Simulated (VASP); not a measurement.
Write the native input for VASP 6.6.1 that does the following.

| Item | Value |
| --- | --- |
| Task | relaxation of cell and atoms |
| Functional | PBE |
| Potentials or basis | VASP PAW PBE potentials, release 64 (Hf_pv, S) |
| Cutoff | 600 eV |
| k mesh | 3 × 3 × 4 |
| Occupations | gaussian, width 0.1 eV |
| Spin | no spin polarisation |
| Dipole correction | no |
| Further INCAR settings | ALGO = Normal; EDIFF = 1e-07; IBRION = 2; EDIFFG = -0.04; NSW = 90; ISIF = 3 |

The structure of Hf7S lies in POSCAR:

```
Hf7S
1.0
    6.4938059500      0.0000000000      0.0000000000
   -3.2469029800      5.6238009200      0.0000000000
    0.0000000000      0.0000000000      5.4589352900
Hf S
7 1
Direct
    0.5004850000      0.0009700000      0.5000000000
    0.9990300000      0.4995150000      0.5000000000
    0.5004850000      0.4995150000      0.5000000000
    0.1673700100      0.8326299900      0.0000000000
    0.6652599700      0.8326299900      0.0000000000
    0.1673700100      0.3347400300      0.0000000000
    0.6666666700      0.3333333300      0.0000000000
    0.0000000000      0.0000000000      0.5000000000
```

The cell was built from a structure type or drawn by symmetry, and may not be a known phase.

One way to write it, as run:

INCAR

```
SYSTEM = Hf7S
PREC     = Accurate       ! precision mode
ENCUT    = 600            ! plane-wave cutoff, eV
EDIFF    = 1E-7           ! SCF threshold, eV
ISMEAR   = 0              ! smearing method
SIGMA    = 0.1            ! smearing width, eV
LREAL    = .False.        ! projectors in reciprocal space
LASPH    = .True.         ! aspherical terms in the spheres
NELM     = 80             ! most SCF steps
ALGO     = Normal         ! electronic algorithm
ISIF     = 3              ! what is computed and relaxed
LWAVE    = .False.        ! write WAVECAR
LCHARG   = .False.        ! write CHGCAR
GGA      = PE             ! functional
IBRION   = 2              ! ionic algorithm
NSW      = 90             ! ionic steps
EDIFFG   = -0.04          ! ionic threshold
```

KPOINTS

```
Automatic mesh
0
Gamma
  3 3 4
  0 0 0
```

Potentials or basis: VASP PAW PBE potentials, release 64 (Hf_pv, S).

The run is started by

```console
$ cat potpaw_PBE.64/Hf_pv/POTCAR potpaw_PBE.64/S/POTCAR > POTCAR
$ mpirun -np 1 vasp_std > vasp.out
```

Results of the run:

```
Relaxed volume                        : 21.15 Å³/atom
Relaxed cell                          : a = 6.198 Å, b = 6.198 Å, c = 5.086 Å, α = 90.00°, β = 90.00°, γ = 120.00°
Space group after relaxing (to 0.1 Å) : P-6m2 (No. 187)
Energy gained by relaxing             : 170.6 meV/atom
Ionic steps                           : 7
Pressure after relaxing               : -0.2 GPa
Largest force after relaxing          : 0.013 eV/Å
Band gap on the k mesh                : zero (bands 38 and 39 overlap by 1.25 eV)
```

Caveat: the k points lie up to 0.39 Å⁻¹ apart in the final cell, too coarse for converged energies and pressures of a metal; the volume moved by over 15 % at a fixed basis, so the end points are rough; spin-orbit coupling is left out, which moves the levels of the heavy elements.

Run time: 23 min on 1 thread of Intel Xeon 8259CL (shared host), peak memory 0.44 GiB.
